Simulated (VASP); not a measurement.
# BaLiMnF (P4/nmm) in VASP: further runs, part 2 of 2

VASP 6.6.1.

## 3. Single point, PBE

INCAR

```
SYSTEM = BaLiMnF
PREC = Accurate
ENCUT = 750
EDIFF = 1E-6
ISMEAR = -5
SIGMA = 0.1
LREAL = .False.
LASPH = .True.
NELM = 120
ALGO = Normal
ISIF = 2
LWAVE = .False.
LCHARG = .True.
GGA = PE
LELF = .True.
LVHAR = .True.
NBANDS = 43
GGA_COMPAT = .False.
```

KPOINTS

```
regular mesh
0
Gamma
  4 4 2
  0 0 0
```

POSCAR

```
BaLiMnF
1.0
    4.1049053830      0.0000000000      0.0000000000
    0.0000000000      4.1049053830      0.0000000000
    0.0000000000      0.0000000000      9.5355845735
Ba Mn Li F
2 2 2 2
Direct
    0.2500000000      0.2500000000      0.3264253401
    0.7500000000      0.7500000000      0.6735746599
    0.2500000000      0.7500000000      0.0000000000
    0.7500000000      0.2500000000      0.0000000000
    0.7500000000      0.7500000000      0.1442862533
    0.2500000000      0.2500000000      0.8557137467
    0.2500000000      0.7500000000      0.5000000000
    0.7500000000      0.2500000000      0.5000000000
```

Potentials or basis: VASP PAW PBE potentials, release 64 (Ba_sv, Mn_pv, Li_sv, F).

The run is started by

```sh
cat potpaw_PBE.64/Ba_sv/POTCAR potpaw_PBE.64/Mn_pv/POTCAR potpaw_PBE.64/Li_sv/POTCAR potpaw_PBE.64/F/POTCAR > POTCAR
mpirun -np 1 vasp_std > vasp.out
```

OUTCAR:

```text
SYSTEM = BaLiMnF
   PREC = Accurate
   ENCUT = 750
   EDIFF = 1E-6
   ISMEAR = -5
   LREAL = .False.
   LASPH = .True.
   NELM = 120
   ISIF = 2
   GGA = PE

 ion  position               nearest neighbor table
   1  0.250  0.250  0.326-   7 2.64   8 2.64   7 2.64   8 2.64   5 3.38   5 3.38   5 3.38   5 3.38
                             4 3.73   3 3.73   4 3.73   3 3.73   2 4.40   2 4.40   2 4.40   2 4.40
   2  0.750  0.750  0.674-   7 2.64   8 2.64   8 2.64   7 2.64   6 3.38   6 3.38   6 3.38   6 3.38
                             3 3.73   4 3.73   4 3.73   3 3.73   1 4.40   1 4.40   1 4.40   1 4.40
   3  0.250  0.750  0.000-   5 2.47   6 2.47   6 2.47   5 2.47   4 2.90   4 2.90   4 2.90   4 2.90
                             2 3.73   1 3.73   2 3.73   1 3.73
   4  0.750  0.250  0.000-   5 2.47   6 2.47   5 2.47   6 2.47   3 2.90   3 2.90   3 2.90   3 2.90
                             1 3.73   2 3.73   2 3.73   1 3.73
   5  0.750  0.750  0.144-   3 2.47   4 2.47   4 2.47   3 2.47   1 3.38   1 3.38   1 3.38   1 3.38

   6  0.250  0.250  0.856-   3 2.47   4 2.47   3 2.47   4 2.47   2 3.38   2 3.38   2 3.38   2 3.38

   7  0.250  0.750  0.500-   1 2.64   2 2.64   1 2.64   2 2.64
   8  0.750  0.250  0.500-   1 2.64   2 2.64   2 2.64   1 2.64

  LATTYP: Found a simple tetragonal cell.
 ALAT       =     4.1049053830
 C/A-ratio  =     2.3229730490

  Lattice vectors:

 A1 = (   4.1049053830,   0.0000000000,   0.0000000000)
 A2 = (   0.0000000000,   4.1049053830,   0.0000000000)
 A3 = (   0.0000000000,   0.0000000000,   9.5355845735)

Analysis of symmetry for initial positions (statically):
=====================================================================
 Subroutine PRICEL returns:
 Original cell was already a primitive cell.

 Routine SETGRP: Setting up the symmetry group for a
 simple tetragonal supercell.

 Subroutine GETGRP returns: Found 16 space group operations
 (whereof  4 operations were pure point group operations)
 out of a pool of 16 trial point group operations.

The static configuration has the point symmetry C_2h.
 The point group associated with its full space group is D_4h.

Analysis of symmetry for dynamics (positions and initial velocities):
=====================================================================
 Subroutine PRICEL returns:
 Original cell was already a primitive cell.

 Routine SETGRP: Setting up the symmetry group for a
 simple tetragonal supercell.

 Subroutine GETGRP returns: Found 16 space group operations
 (whereof  4 operations were pure point group operations)
 out of a pool of 16 trial point group operations.

The dynamic configuration has the point symmetry C_2h.
 The point group associated with its full space group is D_4h.

 Subroutine INISYM returns: Found 16 space group operations
 (whereof  4 operations are pure point group operations),
 and found     1 'primitive' translations

----------------------------------------------------------------------------------------

                                     Primitive cell

  volume of cell :     160.6770

  direct lattice vectors                    reciprocal lattice vectors
     4.104905383  0.000000000  0.000000000     0.243610974  0.000000000  0.000000000
     0.000000000  4.104905383  0.000000000     0.000000000  0.243610974  0.000000000
     0.000000000  0.000000000  9.535584573     0.000000000  0.000000000  0.104870340
[... 66 lines left out ...]
  0.500000  0.500000  0.500000      1.000000
   k-points           NKPTS =     12   k-points in BZ     NKDIM =     12   number of bands    NBANDS=     43
   number of dos      NEDOS =    301   number of ions     NIONS =      8
   total plane-waves  NPLWV = 144000
   dimension x,y,z NGX =    40 NGY =   40 NGZ =   90
   dimension x,y,z NGXF=    80 NGYF=   80 NGZF=  180
   ions per type =               2   2   2   2
   NGX,Y,Z   is equivalent  to a cutoff of  16.20, 16.20, 15.69 a.u.
   NGXF,Y,Z  is equivalent  to a cutoff of  32.40, 32.40, 31.38 a.u.
 SYSTEM =  BaLiMnF
   PREC   = accura    normal or accurate (medium, high low for compatibility)
   ISTART =      0    job   : 0-new  1-cont  2-samecut
   ICHARG =      2    charge: 1-file 2-atom 10-const
   ISPIN  =      1    spin polarized calculation?
   LNONCOLLINEAR =      F non collinear calculations
   LSORBIT =      F    spin-orbit coupling
   LASPH  =      T    aspherical Exc in radial PAW
   ENCUT  =  750.0 eV  55.12 Ry    7.42 a.u.   9.17  9.17 21.29*2*pi/ulx,y,z
   NELM   =    120;   NELMIN=  2; NELMDL= -5     # of ELM steps
   EDIFF  = 0.1E-05   stopping-criterion for ELM
   LREAL  =      F    real-space projection
   EDIFFG = 0.1E-04   stopping-criterion for IOM
   NSW    =      0    number of steps for IOM
   IBRION =     -1    ionic relax: 0-MD 1-quasi-New 2-CG
   NFREE  =      0    steps in history (QN), initial steepest desc. (CG)
   ISIF   =      2    stress and relaxation
   ISYM   =      2    0-nonsym 1-usesym 2-fastsym
   POTIM  = 0.5000    time-step for ionic-motion
   TEBEG  =    0.0;   TEEND  =   0.0 temperature during run
   PSTRESS=    0.0 pullay stress
   NELECT =      66.0000    total number of electrons
   NUPDOWN=      -1.0000    fix difference up-down
   EMIN   =  10.00;   EMAX   =-10.00  energy-range for DOS
   EFERMI =   0.00;   METHOD = LEGACY
   ISMEAR =    -5;   SIGMA  =   0.10  broadening in eV -4-tet -1-fermi 0-gaus
   EFERMI_NEDOS =   21; number of points for ismear=-14 and -15
   IALGO  =     38    algorithm
   IMIX   =      4    mixing-type and parameters
     AMIX     =   0.40;   BMIX     =  1.00
     AMIX_MAG =   1.60;   BMIX_MAG =  1.00
  volume/ion in A,a.u.               =      20.08       135.54
  Fermi-wavevector in a.u.,A,eV,Ry     =   1.216947  2.299696 20.149678  1.480960
  Thomas-Fermi vector in A             =   2.352284
   LORBIT       =      0    0 simple, 1 ext, 2 COOP (PROOUT), +10 PAW based schemes
   GGA     = PE    functional components
   LHFCALC =     F    Hartree Fock is set to
   AEXX    =    0.0000 exact exchange contribution
   IVDW    =     0    specifies the selected vdW correction
   LEPSILON=     F    determine dielectric tensor
   LRPA    =     F    only Hartree local field effects (RPA)
 non-spin polarized calculation
 Fermi weights with tetrahedron method with Bloechl corrections
  energy-cutoff  :      750.00
  volume of cell :      160.68
 maximum number of plane-waves:      7514
 NGX is ok and might be reduce to    40
   NGX = 19   NGY = 19   NGZ = 43

 number of electron      65.9999993 magnetization

 Free energy of the ion-electron system (eV)
  ---------------------------------------------------
  ext. energy  EPLUGINS =         0.00000000
  ---------------------------------------------------
  free energy    TOTEN  =       -34.81210272 eV

  energy without entropy =      -34.81210272  energy(sigma->0) =      -34.81210272

 E-fermi :   3.4639     XC(G=0):  -9.2824

 val. band max:        3.4530751064   @ k =   0.5000   0.2500   0.0000
 cond. band min:       3.4530751064   @ k =   0.5000   0.2500   0.0000
 fundamental gap:      0.0000000000
 Fermi energy:         3.4639146608

 k-point     1 :       0.0000    0.0000    0.0000
  band No.  band energies     occupation
      1     -44.1383      2.00000
      2     -44.1383      2.00000
      3     -44.0671      2.00000
      4     -44.0671      2.00000
      5     -43.8947      2.00000
      6     -43.8764      2.00000
[... 541 lines left out ...]
     42       5.3833      0.00000
     43       9.0198      0.00000

------------------------ aborting loop because EDIFF is reached ----------------------------------------

  FORCE on cell =-STRESS in cart. coord.  units (eV):
  Direction    XX          YY          ZZ          XY          YZ          ZX
  --------------------------------------------------------------------------------------
  -------------------------------------------------------------------------------------
  Total        0.4768935      0.4768935      0.6727108     -0.0000000      0.0000000     -0.0000000
  in kB        4.7553043      4.7553043      6.7078809     -0.0000000      0.0000000     -0.0000000
  external PRESSURE =       5.4061632 kB  Pullay stress =       0.0000000 kB

 VOLUME and BASIS-vectors are now :
 -----------------------------------------------------------------------------
  energy-cutoff  :      750.00
  volume of cell :      160.68
      direct lattice vectors                 reciprocal lattice vectors
     4.104905383  0.000000000  0.000000000     0.243610974  0.000000000  0.000000000
     0.000000000  4.104905383  0.000000000     0.000000000  0.243610974  0.000000000
     0.000000000  0.000000000  9.535584573     0.000000000  0.000000000  0.104870340

 POSITION                                       TOTAL-FORCE (eV/Angst)
 -----------------------------------------------------------------------------------
      1.02623      1.02623      3.11266         0.000000     -0.000000     -0.138354
      3.07868      3.07868      6.42293         0.000000     -0.000000      0.138354
      1.02623      3.07868      0.00000        -0.000000      0.000000      0.000000
      3.07868      1.02623      0.00000         0.000000     -0.000000      0.000000
      3.07868      3.07868      1.37585         0.000000     -0.000000     -0.010732
      1.02623      1.02623      8.15973        -0.000000     -0.000000      0.010732
      1.02623      3.07868      4.76779        -0.000000      0.000000      0.000000
      3.07868      1.02623      4.76779         0.000000     -0.000000      0.000000
 -----------------------------------------------------------------------------------
    total drift:                               -0.000000      0.000000      0.000000

  FREE ENERGIE OF THE ION-ELECTRON SYSTEM (eV)
  ---------------------------------------------------
  free  energy   TOTEN  =       -34.8121027240 eV

  energy  without entropy=      -34.8121027240  energy(sigma->0) =      -34.81210272
```

Run time: 6.9 min. Hardware: 1 thread of Intel Xeon 8259CL, shared host; peak memory 0.46 GiB.

What came out:

```yaml
Free_energy: -34.8121 eV
Pressure: 0.5 GPa
Largest_force: 0.138 eV/Å
Band_gap_on_the_k_mesh: zero (bands 33 and 34 overlap by 0.57 eV)
```

Forces on the atoms (eV/Å):
```
Ba   0.000  0.000 -0.138
Ba   0.000  0.000  0.138
Mn   0.000  0.000  0.000
Mn   0.000  0.000  0.000
Li   0.000  0.000 -0.011
Li   0.000  0.000  0.011
F    0.000  0.000  0.000
F    0.000  0.000  0.000
```

Stress tensor (GPa, compression positive):
```
0.48 0.00 0.00
0.00 0.48 0.00
0.00 0.00 0.67
```

Levels at points of the mesh, in eV from the Fermi level:
```tsv
k point	band 29	band 30	band 31	band 32	band 33	band 34	band 35	band 36	band 37	band 38
(0.00, 0.00, 0.00)	-0.89	-0.88	-0.88	-0.13	0.32	0.32	0.48	0.66	1.16	1.32
(0.50, 0.00, 0.00)	-0.63	-0.63	-0.62	-0.62	-0.25	-0.25	0.02	0.02	0.95	0.95
(0.50, 0.50, 0.00)	-0.54	-0.54	-0.13	-0.13	-0.08	-0.08	0.50	0.50	0.58	0.58
(0.00, 0.00, 0.50)	-1.14	-0.88	-0.88	-0.04	0.32	0.32	0.66	0.67	1.16	1.46
(0.50, 0.00, 0.50)	-0.67	-0.67	-0.62	-0.62	-0.25	-0.25	0.02	0.02	1.04	1.04
(0.50, 0.50, 0.50)	-0.52	-0.52	-0.16	-0.16	-0.08	-0.08	0.50	0.50	0.58	0.58
```

Caveat: the k points lie up to 0.38 Å⁻¹ apart, too coarse for converged energies and pressures of a metal; spin-orbit coupling is left out, which moves the levels of the heavy elements; the run has no spin polarisation, though such a crystal can be magnetic; tetrahedron occupations give inexact forces and stress in metals. With open d or f shells a metallic result of PBE can be an artefact of self-interaction; +U or a hybrid may open a gap.
